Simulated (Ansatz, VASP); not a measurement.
**One calculation of Si, two programs**

```
Si
1.0
     0.00000    2.68506    2.68506
     2.68506    0.00000    2.68506
     2.68506    2.68506    0.00000
Si
2
Direct
  0.50000 0.50000 0.50000
  0.75000 0.75000 0.75000
```

Change from the starting cell: volume scaled by 0.96.

Alike in both runs: task single point; functional PBEsol; k mesh 8 × 8 × 8; occupations fermi-dirac, width 0.1 eV; collinear spin.

```csv
,VASP,Ansatz
version,VASP 6.6.1,Ansatz 0.2.0
potentials or method,"VASP PAW PBE potentials, release 64 (Si), cutoff 520 eV","all-electron LAPW, non-relativistic"
```

|  | VASP | Ansatz | Ansatz less VASP |
| --- | --- | --- | --- |
| gap on the k mesh at the Fermi level (eV) | 0.45 | 0.47 | +0.025 |
| least direct gap on the mesh (eV) | 2.53 | 2.54 | +0.006 |
| pressure (GPa) | 3.7 | 3.6 | -0.11 |
| net moment per atom (μB) | 0.00 | 0.00 | 0.000 |

VASP's potentials were made for PBE, not for PBEsol. Ansatz ran all-electron here, and VASP with PAW potentials.
